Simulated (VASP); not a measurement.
# Bi (Immm) in VASP: notebook

Runs on Bi. Level: LDA. Tasks: single point.

All numbers are computed with VASP 6.6.1; they aren't measurements. Logs are shortened: lines on timing, memory, paths and dates and some standing lists are left out, and cuts for length are marked.

## Step 1: The cell of the first run

The structure is orthorhombic, space group Immm (No. 71). Conventional cell: a = 3.740 Å, b = 3.963 Å, c = 4.186 Å, α = 90.00°, β = 90.00°, γ = 90.00°. Bi (site symmetry mmm) has 14 Bi at 3.44 to 4.19 Å within 4.5 Å.

## Step 2: Single point, LDA (strain +0.0562 x Voigt [1, -1, 0, 0, 0, 0])

The input, INCAR:

```
ALGO = Fast
EDIFF = 1E-7
ENCUT = 520
ISIF = 2
ISMEAR = 0
LASPH = True
LCHARG = True
LELF = True
LREAL = False
LVHAR = True
LWAVE = False
NBANDS = 14
NELM = 80
PREC = Accurate
SIGMA = 0.15
```

The input, KPOINTS:

```
k-points
0
Gamma
  18 18 18
```

The input, POSCAR:

```
Bi
1.0
   -2.0927869277      1.8700741359      1.9814305318
    2.0927869277     -1.8700741359      1.9814305318
    2.0927869277      1.8700741359     -1.9814305318
Bi
1
Direct
    0.0000000000      0.0000000000      0.0000000000
```

Potentials or basis: VASP PAW LDA potentials, release 64 (Bi_d).

Started as:

```sh
cat potpaw_LDA.64/Bi_d/POTCAR > POTCAR
mpirun -np 1 vasp_std > vasp.out
```

OUTCAR:

```text
EDIFF = 1E-7
   ENCUT = 520
   ISIF = 2
   ISMEAR = 0
   LASPH = True
   LREAL = False
   NELM = 80
   PREC = Accurate

 ion  position               nearest neighbor table
   1  0.000  0.000  0.000-

  LATTYP: Found a body centered orthorhombic cell.
 ALAT       =     3.7401482718
 B/A-ratio  =     1.0595465141
 C/A-ratio  =     1.1190930282

  Lattice vectors:

 A1 = (  -2.0927869277,  -1.8700741359,  -1.9814305318)
 A2 = (  -2.0927869277,   1.8700741359,   1.9814305318)
 A3 = (   2.0927869277,   1.8700741359,  -1.9814305318)

Analysis of symmetry for initial positions (statically):
=====================================================================
 Subroutine PRICEL returns:
 Original cell was already a primitive cell.

 Routine SETGRP: Setting up the symmetry group for a
 body centered orthorhombic supercell.

 Subroutine GETGRP returns: Found  8 space group operations
 (whereof  8 operations were pure point group operations)
 out of a pool of  8 trial point group operations.

The static configuration has the point symmetry D_2h.

Analysis of symmetry for dynamics (positions and initial velocities):
=====================================================================
 Subroutine PRICEL returns:
 Original cell was already a primitive cell.

 Routine SETGRP: Setting up the symmetry group for a
 body centered orthorhombic supercell.

 Subroutine GETGRP returns: Found  8 space group operations
 (whereof  8 operations were pure point group operations)
 out of a pool of  8 trial point group operations.

The dynamic configuration has the point symmetry D_2h.

 Subroutine INISYM returns: Found  8 space group operations
 (whereof  8 operations are pure point group operations),
 and found     1 'primitive' translations

----------------------------------------------------------------------------------------

                                     Primitive cell

  volume of cell :      31.0186

  direct lattice vectors                    reciprocal lattice vectors
    -2.092786928  1.870074136  1.981430532     0.000000000  0.267369079  0.252342937
     2.092786928 -1.870074136  1.981430532     0.238915865  0.000000000  0.252342937
     2.092786928  1.870074136 -1.981430532     0.238915865  0.267369079  0.000000000

  length of vectors
     3.435549643  3.435549643  3.435549643     0.367645458  0.347502156  0.358562429

  position of ions in fractional coordinates (direct lattice)
     0.000000000  0.000000000  0.000000000

  ion indices of the primitive-cell ions
   primitive index   ion index
                 1           1

----------------------------------------------------------------------------------------

 KPOINTS: k-points

Automatic generation of k-mesh.
 Grid dimensions read from file:
 generate k-points for:   18   18   18

 Generating k-lattice:

  Cartesian coordinates                     Fractional coordinates (reciprocal lattice)
     0.000000000  0.014853838  0.014019052     0.055555556  0.000000000  0.000000000
     0.013273104  0.000000000  0.014019052    -0.000000000  0.055555556  0.000000000
     0.013273104  0.014853838  0.000000000    -0.000000000  0.000000000  0.055555556

  Length of vectors
     0.020424748  0.019305675  0.019920135

  Shift w.r.t. Gamma in fractional coordinates (k-lattice)
     0.000000000  0.000000000  0.000000000

 Subroutine IBZKPT returns following result:
 ===========================================

 Found    865 irreducible k-points:

 Following reciprocal coordinates:
            Coordinates               Weight
  0.000000  0.000000  0.000000      1.000000
  0.055556 -0.000000  0.000000      4.000000
  0.111111 -0.000000  0.000000      4.000000
  0.166667  0.000000 -0.000000      4.000000
  0.222222  0.000000 -0.000000      4.000000
  0.277778  0.000000  0.000000      4.000000
[... 16 lines left out ...]
 -0.333333  0.055556  0.000000      8.000000
 -0.277778  0.055556  0.000000      8.000000
 [... further k-points ...]
   k-points           NKPTS =    865   k-points in BZ     NKDIM =    865   number of bands    NBANDS=     14
   number of dos      NEDOS =    301   number of ions     NIONS =      1
   total plane-waves  NPLWV =  21952
   dimension x,y,z NGX =    28 NGY =   28 NGZ =   28
   dimension x,y,z NGXF=    56 NGYF=   56 NGZF=   56
   ions per type =               1
   NGX,Y,Z   is equivalent  to a cutoff of  13.55, 13.55, 13.55 a.u.
   NGXF,Y,Z  is equivalent  to a cutoff of  27.10, 27.10, 27.10 a.u.
 SYSTEM =  unknown system
   PREC   = accura    normal or accurate (medium, high low for compatibility)
   ISTART =      0    job   : 0-new  1-cont  2-samecut
   ICHARG =      2    charge: 1-file 2-atom 10-const
   ISPIN  =      1    spin polarized calculation?
   LNONCOLLINEAR =      F non collinear calculations
   LSORBIT =      F    spin-orbit coupling
   LASPH  =      T    aspherical Exc in radial PAW
   ENCUT  =  520.0 eV  38.22 Ry    6.18 a.u.   6.39  6.39  6.39*2*pi/ulx,y,z
   NELM   =     80;   NELMIN=  2; NELMDL= -5     # of ELM steps
   EDIFF  = 0.1E-06   stopping-criterion for ELM
   LREAL  =      F    real-space projection
   EDIFFG = 0.1E-05   stopping-criterion for IOM
   NSW    =      0    number of steps for IOM
   IBRION =     -1    ionic relax: 0-MD 1-quasi-New 2-CG
   NFREE  =      0    steps in history (QN), initial steepest desc. (CG)
   ISIF   =      2    stress and relaxation
   ISYM   =      2    0-nonsym 1-usesym 2-fastsym
   POTIM  = 0.5000    time-step for ionic-motion
   TEBEG  =    0.0;   TEEND  =   0.0 temperature during run
   PSTRESS=    0.0 pullay stress
   NELECT =      15.0000    total number of electrons
   NUPDOWN=      -1.0000    fix difference up-down
   EMIN   =  10.00;   EMAX   =-10.00  energy-range for DOS
   EFERMI =   0.00;   METHOD = LEGACY
   ISMEAR =     0;   SIGMA  =   0.15  broadening in eV -4-tet -1-fermi 0-gaus
   EFERMI_NEDOS =   21; number of points for ismear=-14 and -15
   IALGO  =     68    algorithm
   IMIX   =      4    mixing-type and parameters
     AMIX     =   0.40;   BMIX     =  1.00
     AMIX_MAG =   1.60;   BMIX_MAG =  1.00
  volume/ion in A,a.u.               =      31.02       209.32
  Fermi-wavevector in a.u.,A,eV,Ry     =   1.284984  2.428267 22.465718  1.651184
  Thomas-Fermi vector in A             =   2.417145
   LORBIT       =      0    0 simple, 1 ext, 2 COOP (PROOUT), +10 PAW based schemes
   GGA     = CA    functional components
   LHFCALC =     F    Hartree Fock is set to
   AEXX    =    0.0000 exact exchange contribution
   IVDW    =     0    specifies the selected vdW correction
   LEPSILON=     F    determine dielectric tensor
   LRPA    =     F    only Hartree local field effects (RPA)
 non-spin polarized calculation
 RMM-DIIS sequential band-by-band and
 Gauss-broadening in eV      SIGMA  =   0.15
  energy-cutoff  :      520.00
  volume of cell :       31.02
 maximum number of plane-waves:       853
 NGX is ok and might be reduce to    28
   NGX = 13   NGY = 13   NGZ = 13

 number of electron      15.0000001 magnetization

 Free energy of the ion-electron system (eV)
  ---------------------------------------------------
  ext. energy  EPLUGINS =         0.00000000
  ---------------------------------------------------
  free energy    TOTEN  =        -4.44718525 eV

  energy without entropy =       -4.44058620  energy(sigma->0) =       -4.44388572

 E-fermi :   7.7112     XC(G=0): -10.5448

 val. band max:        7.7046505582   @ k =   0.3333   0.1111   0.0556
 cond. band min:       7.7186250485   @ k =   0.1111   0.1111   0.0556
 fundamental gap:      0.0139744903
 Fermi energy:         7.7111567937

 k-point     1 :       0.0000    0.0000    0.0000
  band No.  band energies     occupation
      1     -15.2720      2.00000
      2     -15.2543      2.00000
      3     -15.2410      2.00000
      4     -15.1557      2.00000
      5     -15.1128      2.00000
      6      -5.8453      2.00000
      7      12.5640      0.00000
      8      12.6061      0.00000
      9      13.0781      0.00000
     10      16.8643      0.00000
     11      17.7399      0.00000
     12      18.4499      0.00000
     13      18.4711      0.00000
     14      19.0373      0.00000

 k-point     2 :       0.0556   -0.0000    0.0000
  band No.  band energies     occupation
      1     -15.2699      2.00000
      2     -15.2513      2.00000
      3     -15.2396      2.00000
      4     -15.1549      2.00000
      5     -15.1141      2.00000
      6      -5.7853      2.00000
      7      12.1884      0.00000
      8      12.3652      0.00000
      9      12.8056      0.00000
     10      17.2768      0.00000
     11      17.3628      0.00000
     12      17.9633      0.00000
     13      18.7372      0.00000
     14      18.8331      0.00000

 k-point     3 :       0.1111   -0.0000    0.0000
  band No.  band energies     occupation
      1     -15.2706      2.00000
      2     -15.2360      2.00000
      3     -15.2360      2.00000
      4     -15.1525      2.00000
      5     -15.1176      2.00000
      6      -5.6063      2.00000
      7      10.9802      0.00000
      8      11.8616      0.00000
      9      12.4474      0.00000
     10      16.6499      0.00000
     11      16.7624      0.00000
     12      18.5475      0.00000
     13      18.6590      0.00000
     14      19.5912      0.00000
[... 324 lines left out ...]
 k-point    23 :      -0.3333    0.0556    0.0000
  band No.  band energies     occupation
      1     -15.2936      2.00000
      2     -15.2314      2.00000
      3     -15.1353      2.00000
      4     -15.1276      2.00000
      5     -15.1124      2.00000
      6      -4.0711      2.00000
      7       5.7042      2.00000
      8       9.5553      0.00000
      9      10.7715      0.00000
     10      14.2053      0.00000
     11      15.3818      0.00000
     12      18.9136      0.00000
     13      22.2479      0.00000
     14      22.8107      0.00000

 k-point    24 :      -0.2778    0.0556    0.0000
  band No.  band energies     occupation
      1     -15.2854      2.00000
      2     -15.2304      2.00000
      3     -15.1525      2.00000
      4     -15.1369      2.00000
      5     -15.1281      2.00000
      6      -4.6123      2.00000
      7       7.1002      2.00000
      8      10.1660      0.00000
      9      11.1620      0.00000
     10      14.7310      0.00000
     11      15.6956      0.00000
     12      18.5210      0.00000
     13      21.2162      0.00000
     14      21.9301      0.00000

 [... further k-points ...]
[... 5 lines left out ...]
  --------------------------------------------------------------------------------------
  -------------------------------------------------------------------------------------
  Total       -0.7130722     -0.4609897     -0.5329740      0.0000000     -0.0000000      0.0000000
  in kB      -36.8316712    -23.8110836    -27.5292232      0.0000000     -0.0000000      0.0000000
  external PRESSURE =     -29.3906593 kB  Pullay stress =       0.0000000 kB

 VOLUME and BASIS-vectors are now :
 -----------------------------------------------------------------------------
  energy-cutoff  :      520.00
  volume of cell :       31.02
      direct lattice vectors                 reciprocal lattice vectors
    -2.092786928  1.870074136  1.981430532     0.000000000  0.267369079  0.252342937
     2.092786928 -1.870074136  1.981430532     0.238915865  0.000000000  0.252342937
     2.092786928  1.870074136 -1.981430532     0.238915865  0.267369079  0.000000000

 POSITION                                       TOTAL-FORCE (eV/Angst)
 -----------------------------------------------------------------------------------
      0.00000      0.00000      0.00000         0.000000      0.000000      0.000000
 -----------------------------------------------------------------------------------
    total drift:                               -0.000000     -0.000000     -0.000000

  FREE ENERGIE OF THE ION-ELECTRON SYSTEM (eV)
  ---------------------------------------------------
  free  energy   TOTEN  =        -4.4471852511 eV

  energy  without entropy=       -4.4405861976  energy(sigma->0) =       -4.44388572
```

It took 2.7 min on 1 thread of Intel Xeon 6975P-C (Granite Rapids), shared host; peak memory 0.41 GiB.

Results:

- Free energy: -4.4472 eV
- Pressure: -2.9 GPa
- Band gap on the k mesh: zero (an odd number of electrons rules out a gap without spin polarisation)

Levels at points of the mesh, in eV from the Fermi level:
```csv
k point,band 5,band 6,band 7,band 8,band 9,band 10
"(0.00, 0.00, 0.00)",-22.82,-13.56,4.85,4.89,5.37,9.15
"(0.50, 0.00, 0.00)",-22.75,-10.27,-4.95,1.07,2.62,5.46
"(0.00, 0.50, 0.00)",-22.76,-10.72,-5.19,2.20,4.22,6.81
"(0.50, 0.50, 0.00)",-22.76,-10.45,-5.08,1.57,3.35,6.07
"(0.50, 0.50, 0.50)",-22.76,-8.50,-2.64,-1.83,-0.84,3.29
```

Caveat: the cell differs from its parent crystal (strain +0.0562 x Voigt [1, -1, 0, 0, 0, 0]); spin-orbit coupling is left out, which moves the levels of the heavy elements.

## Step 3: Single point, LDA (strain +0.0375 x Voigt [1, -1, 0, 0, 0, 0])

The input, INCAR:

```
SYSTEM = Bi
ALGO = Fast
EDIFF = 1E-6
ENCUT = 520
ISIF = 2
ISMEAR = 0
LASPH = .True.
LCHARG = .False.
LREAL = .False.
LWAVE = .False.
NBANDS = 14
NELM = 100
PREC = Accurate
SIGMA = 0.15
```

The input, KPOINTS:

```
k-points
0
Gamma
  18 18 18
  0 0 0
```

The input, POSCAR:

```
Bi
1.0
   -2.0557341767      1.9071268869      1.9814305318
    2.0557341767     -1.9071268869      1.9814305318
    2.0557341767      1.9071268869     -1.9814305318
Bi
1
Direct
    0.0000000000      0.0000000000      0.0000000000
```

Potentials or basis: VASP PAW LDA potentials, release 64 (Bi_d).

Started as:

```sh
cat potpaw_LDA.64/Bi_d/POTCAR > POTCAR
mpirun -np 1 vasp_std > vasp.out
```

Run time: 2.4 min. Hardware: 1 thread of Intel Xeon 6975P-C (Granite Rapids), shared host; peak memory 0.41 GiB.

Results (log left out):

| Property | Result |
| --- | --- |
| Free energy | -4.4494 eV |
| Pressure | -3.1 GPa |
| Band gap on the k mesh | zero (an odd number of electrons rules out a gap without spin polarisation) |

Stress tensor (GPa, compression positive):
```
-3.41  0.00  0.00
 0.00 -2.88  0.00
 0.00  0.00 -2.93
```

Levels at points of the mesh, in eV from the Fermi level:
```tsv
k point	band 5	band 6	band 7	band 8	band 9	band 10
(0.00, 0.00, 0.00)	-22.82	-13.54	4.92	4.98	5.24	9.20
(0.50, 0.00, 0.00)	-22.75	-10.34	-4.98	1.21	2.89	5.64
(0.00, 0.50, 0.00)	-22.76	-10.64	-5.14	1.96	3.97	6.54
(0.50, 0.50, 0.00)	-22.75	-10.47	-5.06	1.56	3.40	6.06
(0.50, 0.50, 0.50)	-22.76	-8.44	-2.37	-1.82	-1.18	3.38
```

Caveat: the cell differs from its parent crystal (strain +0.0375 x Voigt [1, -1, 0, 0, 0, 0]); the cell stands under tension; spin-orbit coupling is left out, which moves the levels of the heavy elements.
